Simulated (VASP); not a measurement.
# Al (Fm-3m) in VASP: a series of runs

Al is run at these levels: r2SCAN; tasks: single point.

All numbers are computed with VASP 6.6.1; they aren't measurements. Logs are shortened: lines on timing, memory, paths and dates and some standing lists are left out, and cuts for length are marked.

### 1 The cell of the first run

The structure is cubic, space group Fm-3m (No. 225). Conventional cell: a = 3.993 Å, b = 3.993 Å, c = 3.993 Å, α = 90.00°, β = 90.00°, γ = 90.00°. Al (site symmetry m-3m) has 12 Al at 2.82 Å within 3.7 Å.

### 2 Single point, r2SCAN

Input file POSCAR:

```
Al
1.0
    0.0000000000      1.9966927595      1.9966927595
    1.9966927595      0.0000000000      1.9966927595
    1.9966927595      1.9966927595      0.0000000000
Al
1
Direct
    0.0000000000      0.0000000000      0.0000000000
```

Input file INCAR.step1:

```
SYSTEM = Al
PREC = Accurate
ENCUT = 520
ISMEAR = 1
SIGMA = 0.6
LREAL = .False.
LASPH = .True.
NELM = 80
NBANDS = 8
GGA = PE
ALGO = Normal
EDIFF = 1E-4
LWAVE = .True.
LCHARG = .False.
```

Input file INCAR.step2:

```
SYSTEM = Al
PREC = Accurate
ENCUT = 520
EDIFF = 1E-6
ISMEAR = 1
SIGMA = 0.6
LREAL = .False.
LASPH = .True.
NELM = 80
ALGO = Normal
ISIF = 2
LWAVE = .False.
LCHARG = .False.
METAGGA = R2SCAN
LMIXTAU = .True.
NBANDS = 8
ISTART = 1
```

Input file KPOINTS:

```
Automatic mesh
0
Gamma
  14 14 14
  0 0 0
```

Potentials or basis: VASP PAW PBE potentials, release 64 (Al).

Launch:

```console
$ cat potpaw_PBE.64/Al/POTCAR > POTCAR
$ cp INCAR.step1 INCAR
$ mpirun -np 1 vasp_std > vasp.out
$ cp INCAR.step2 INCAR
$ mpirun -np 1 vasp_std > vasp.out
```

OUTCAR:

```text
SYSTEM = Al
   PREC = Accurate
   ENCUT = 520
   EDIFF = 1E-6
   ISMEAR = 1
   LREAL = .False.
   LASPH = .True.
   NELM = 80
   ISIF = 2
   METAGGA = R2SCAN
   ISTART = 1

 ion  position               nearest neighbor table
   1  0.000  0.000  0.000-

  LATTYP: Found a face centered cubic cell.
 ALAT       =     3.9933855190

  Lattice vectors:

 A1 = (   0.0000000000,   1.9966927595,   1.9966927595)
 A2 = (   1.9966927595,   0.0000000000,   1.9966927595)
 A3 = (   1.9966927595,   1.9966927595,   0.0000000000)

Analysis of symmetry for initial positions (statically):
=====================================================================
 Subroutine PRICEL returns:
 Original cell was already a primitive cell.

 Routine SETGRP: Setting up the symmetry group for a
 face centered cubic supercell.

 Subroutine GETGRP returns: Found 48 space group operations
 (whereof 48 operations were pure point group operations)
 out of a pool of 48 trial point group operations.

The static configuration has the point symmetry O_h .

Analysis of symmetry for dynamics (positions and initial velocities):
=====================================================================
 Subroutine PRICEL returns:
 Original cell was already a primitive cell.

 Routine SETGRP: Setting up the symmetry group for a
 face centered cubic supercell.

 Subroutine GETGRP returns: Found 48 space group operations
 (whereof 48 operations were pure point group operations)
 out of a pool of 48 trial point group operations.

The dynamic configuration has the point symmetry O_h .

 Subroutine INISYM returns: Found 48 space group operations
 (whereof 48 operations are pure point group operations),
 and found     1 'primitive' translations

----------------------------------------------------------------------------------------

                                     Primitive cell

  volume of cell :      15.9208

  direct lattice vectors                    reciprocal lattice vectors
     0.000000000  1.996692759  1.996692759    -0.250414090  0.250414090  0.250414090
     1.996692759  0.000000000  1.996692759     0.250414090 -0.250414090  0.250414090
     1.996692759  1.996692759  0.000000000     0.250414090  0.250414090 -0.250414090

  length of vectors
     2.823749980  2.823749980  2.823749980     0.433729926  0.433729926  0.433729926

  position of ions in fractional coordinates (direct lattice)
     0.000000000  0.000000000  0.000000000

  ion indices of the primitive-cell ions
   primitive index   ion index
                 1           1

----------------------------------------------------------------------------------------

 KPOINTS: Automatic mesh

Automatic generation of k-mesh.
 Grid dimensions read from file:
 generate k-points for:   14   14   14

 Generating k-lattice:

  Cartesian coordinates                     Fractional coordinates (reciprocal lattice)
    -0.017886721  0.017886721  0.017886721     0.071428571  0.000000000  0.000000000
     0.017886721 -0.017886721  0.017886721     0.000000000  0.071428571  0.000000000
     0.017886721  0.017886721 -0.017886721     0.000000000  0.000000000  0.071428571

  Length of vectors
     0.030980709  0.030980709  0.030980709

  Shift w.r.t. Gamma in fractional coordinates (k-lattice)
     0.000000000  0.000000000  0.000000000

 Subroutine IBZKPT returns following result:
 ===========================================

 Found    104 irreducible k-points:

 Following reciprocal coordinates:
            Coordinates               Weight
  0.000000  0.000000  0.000000      1.000000
  0.071429  0.000000  0.000000      8.000000
  0.142857  0.000000  0.000000      8.000000
  0.214286  0.000000  0.000000      8.000000
  0.285714  0.000000  0.000000      8.000000
  0.357143  0.000000  0.000000      8.000000
[... 16 lines left out ...]
  0.214286  0.142857  0.000000     24.000000
  0.285714  0.142857  0.000000     24.000000
 [... further k-points ...]
   k-points           NKPTS =    104   k-points in BZ     NKDIM =    104   number of bands    NBANDS=      8
   number of dos      NEDOS =    301   number of ions     NIONS =      1
   total plane-waves  NPLWV =  13824
   dimension x,y,z NGX =    24 NGY =   24 NGZ =   24
   dimension x,y,z NGXF=    48 NGYF=   48 NGZF=   48
   ions per type =               1
   NGX,Y,Z   is equivalent  to a cutoff of  14.13, 14.13, 14.13 a.u.
   NGXF,Y,Z  is equivalent  to a cutoff of  28.26, 28.26, 28.26 a.u.
 SYSTEM =  Al
   PREC   = accura    normal or accurate (medium, high low for compatibility)
   ISTART =      1    job   : 0-new  1-cont  2-samecut
   ICHARG =      0    charge: 1-file 2-atom 10-const
   ISPIN  =      1    spin polarized calculation?
   LNONCOLLINEAR =      F non collinear calculations
   LSORBIT =      F    spin-orbit coupling
   LASPH  =      T    aspherical Exc in radial PAW
   ENCUT  =  520.0 eV  38.22 Ry    6.18 a.u.   5.25  5.25  5.25*2*pi/ulx,y,z
   NELM   =     80;   NELMIN=  2; NELMDL=  0     # of ELM steps
   EDIFF  = 0.1E-05   stopping-criterion for ELM
   LREAL  =      F    real-space projection
   EDIFFG = 0.1E-04   stopping-criterion for IOM
   NSW    =      0    number of steps for IOM
   IBRION =     -1    ionic relax: 0-MD 1-quasi-New 2-CG
   NFREE  =      0    steps in history (QN), initial steepest desc. (CG)
   ISIF   =      2    stress and relaxation
   ISYM   =      2    0-nonsym 1-usesym 2-fastsym
   POTIM  = 0.5000    time-step for ionic-motion
   TEBEG  =    0.0;   TEEND  =   0.0 temperature during run
   PSTRESS=    0.0 pullay stress
   NELECT =       3.0000    total number of electrons
   NUPDOWN=      -1.0000    fix difference up-down
   EMIN   =  10.00;   EMAX   =-10.00  energy-range for DOS
   EFERMI =   0.00;   METHOD = LEGACY
   ISMEAR =     1;   SIGMA  =   0.60  broadening in eV -4-tet -1-fermi 0-gaus
   EFERMI_NEDOS =   21; number of points for ismear=-14 and -15
   IALGO  =     38    algorithm
   IMIX   =      4    mixing-type and parameters
     AMIX     =   0.40;   BMIX     =  1.00
     AMIX_MAG =   1.60;   BMIX_MAG =  1.00
  volume/ion in A,a.u.               =      15.92       107.44
  Fermi-wavevector in a.u.,A,eV,Ry     =   0.938557  1.773616 11.985227  0.880889
  Thomas-Fermi vector in A             =   2.065781
   LORBIT       =      0    0 simple, 1 ext, 2 COOP (PROOUT), +10 PAW based schemes
   METAGGA = R2SCAN    functional components
   LHFCALC =     F    Hartree Fock is set to
   AEXX    =    0.0000 exact exchange contribution
   IVDW    =     0    specifies the selected vdW correction
   LEPSILON=     F    determine dielectric tensor
   LRPA    =     F    only Hartree local field effects (RPA)
 non-spin polarized calculation
 Methfessel and Paxton  Order N= 1 SIGMA  =   0.60
  energy-cutoff  :      520.00
  volume of cell :       15.92
 maximum number of plane-waves:       444
 NGX is ok and might be reduce to    24
   NGX = 11   NGY = 11   NGZ = 11

 number of electron       3.0000000 magnetization

 Free energy of the ion-electron system (eV)
  ---------------------------------------------------
  ext. energy  EPLUGINS =         0.00000000
  ---------------------------------------------------
  free energy    TOTEN  =        -6.73357585 eV

  energy without entropy =       -6.73069340  energy(sigma->0) =       -6.73261504

 E-fermi :   8.3938     XC(G=0): -11.0402

 val. band max:        8.3872169710   @ k =   0.5000   0.2857   0.0000
 cond. band min:       8.4105324702   @ k =  -0.3571   0.4286   0.0714
 fundamental gap:      0.0233154992
 Fermi energy:         8.3937988104

 k-point     1 :       0.0000    0.0000    0.0000
  band No.  band energies     occupation
      1      -3.7004      2.00000
      2      21.9201      0.00000
      3      21.9201      0.00000
      4      21.9202      0.00000
      5      24.1142      0.00000
      6      24.1142      0.00000
      7      24.1142      0.00000
      8      26.0160      0.00000

 k-point     2 :       0.0714    0.0000    0.0000
  band No.  band energies     occupation
      1      -3.5495      2.00000
      2      19.7278     -0.00000
      3      21.5322      0.00000
      4      21.5322      0.00000
      5      24.6056      0.00000
      6      24.7422      0.00000
      7      24.7422      0.00000
      8      27.6089      0.00000

 k-point     3 :       0.1429    0.0000    0.0000
  band No.  band energies     occupation
      1      -3.0979      2.00000
      2      16.6216     -0.00000
      3      20.9184      0.00000
      4      20.9184      0.00000
      5      24.4278      0.00000
      6      25.9525      0.00000
      7      25.9525      0.00000
      8      27.1369      0.00000

 k-point     4 :       0.2143    0.0000    0.0000
  band No.  band energies     occupation
      1      -2.3485      2.00000
      2      13.5825     -0.00000
      3      20.4438      0.00000
      4      20.4438      0.00000
      5      24.1484      0.00000
      6      25.2124      0.00000
      7      25.2124      0.00000
      8      27.9873      0.00000

 k-point     5 :       0.2857    0.0000    0.0000
  band No.  band energies     occupation
      1      -1.3060      2.00000
      2      10.7246     -0.00000
      3      20.1839     -0.00000
      4      20.1839     -0.00000
      5      23.8075      0.00000
      6      23.8075      0.00000
      7      23.9875      0.00000
      8      28.1538      0.00000
[... 177 lines left out ...]
 k-point    22 :       0.1429    0.1429    0.0000
  band No.  band energies     occupation
      1      -2.8977      2.00000
      2      18.7336     -0.00000
      3      18.7824     -0.00000
      4      18.7824     -0.00000
      5      22.4988      0.00000
      6      23.3081      0.00000
      7      28.3942      0.00000
      8      28.3942      0.00000

 k-point    23 :       0.2143    0.1429    0.0000
  band No.  band energies     occupation
      1      -2.3485      2.00000
      2      15.9185     -0.00000
      3      18.0772     -0.00000
      4      19.2709     -0.00000
      5      21.3514      0.00000
      6      22.7369      0.00000
      7      28.8782      0.00000
      8      29.2254      0.00000

 k-point    24 :       0.2857    0.1429    0.0000
  band No.  band energies     occupation
      1      -1.5041      2.00000
      2      13.0275     -0.00000
      3      17.6224     -0.00000
      4      19.0501     -0.00000
      5      19.8800     -0.00000
      6      24.0942      0.00000
      7      28.1900      0.00000
      8      28.8473      0.00000

 [... further k-points ...]

------------------------ aborting loop because EDIFF is reached ----------------------------------------

  FORCE on cell =-STRESS in cart. coord.  units (eV):
  Direction    XX          YY          ZZ          XY          YZ          ZX
  --------------------------------------------------------------------------------------
  -------------------------------------------------------------------------------------
  Total       -0.0434698     -0.0434698     -0.0434698     -0.0000000      0.0000000      0.0000000
  in kB       -4.3745587     -4.3745587     -4.3745587     -0.0000000      0.0000000      0.0000000
  external PRESSURE =      -4.3745587 kB  Pullay stress =       0.0000000 kB

 VOLUME and BASIS-vectors are now :
 -----------------------------------------------------------------------------
  energy-cutoff  :      520.00
  volume of cell :       15.92
      direct lattice vectors                 reciprocal lattice vectors
     0.000000000  1.996692759  1.996692759    -0.250414090  0.250414090  0.250414090
     1.996692759  0.000000000  1.996692759     0.250414090 -0.250414090  0.250414090
     1.996692759  1.996692759  0.000000000     0.250414090  0.250414090 -0.250414090

 POSITION                                       TOTAL-FORCE (eV/Angst)
 -----------------------------------------------------------------------------------
      0.00000      0.00000      0.00000         0.000000      0.000000      0.000000
 -----------------------------------------------------------------------------------
    total drift:                               -0.000000      0.000000      0.000000

  FREE ENERGIE OF THE ION-ELECTRON SYSTEM (eV)
  ---------------------------------------------------
  free  energy   TOTEN  =        -6.7335758524 eV

  energy  without entropy=       -6.7306934023  energy(sigma->0) =       -6.73261504
```

It took 31 s on 1 thread of Intel Xeon Platinum 8259CL at 2.50GHz (Skylake/Cascade Lake), shared host; peak memory 0.14 GiB.

What came out:

```
Free energy : -6.7336 eV
Pressure    : -0.4 GPa
```

Caveat: the PAW data sets were made with another functional, which shifts forces and pressure a little.

### 3 Single point, r2SCAN

POSCAR is that of step 2.

Input file INCAR.step1:

```
SYSTEM = Al
  ALGO = Normal
  EDIFF = 1E-4
  ENCUT = 520
  GGA = PE
  ISMEAR = -1
  LASPH = .True.
  LCHARG = .False.
  LREAL = .False.
  LWAVE = .True.
  NBANDS = 8
  NELM = 80
  PREC = Accurate
  SIGMA = 0.1
```

Input file INCAR.step2:

```
SYSTEM = Al
  ALGO = Normal
  EDIFF = 1E-7
  ENCUT = 520
  ISIF = 2
  ISMEAR = -1
  ISTART = 1
  LASPH = .True.
  LCHARG = .False.
  LMIXTAU = .True.
  LREAL = .False.
  LWAVE = .False.
  METAGGA = R2SCAN
  NBANDS = 8
  NELM = 80
  PREC = Accurate
  SIGMA = 0.1
```

Input file KPOINTS:

```
k-points
0
Gamma
  20 20 20
  0 0 0
```

Potentials or basis: VASP PAW PBE potentials, release 64 (Al).

Launch:

```console
$ cat potpaw_PBE.64/Al/POTCAR > POTCAR
$ cp INCAR.step1 INCAR
$ mpirun -np 1 vasp_std > vasp.out
$ cp INCAR.step2 INCAR
$ mpirun -np 1 vasp_std > vasp.out
```

Run time: 82 s. Hardware: 1 thread of Intel Xeon Platinum 8259CL at 2.50GHz (Skylake/Cascade Lake), shared host; peak memory 0.16 GiB.

The run converged. Its results:

| Item | Value |
| --- | --- |
| Free energy | -6.7443 eV |
| Pressure | -0.3 GPa |

Levels at points of the mesh, in eV from the Fermi level:
```tsv
k point	band 1	band 2	band 3	band 4	band 5	band 6
(0.00, 0.00, 0.00)	-12.13	13.49	13.49	13.49	15.69	15.69
(0.50, 0.00, 0.00)	-5.18	-4.62	12.22	12.22	12.69	12.69
(0.50, 0.50, 0.00)	-3.28	-1.70	5.44	6.15	6.15	10.24
```

Caveat: the PAW data sets were made with another functional, which shifts forces and pressure a little.
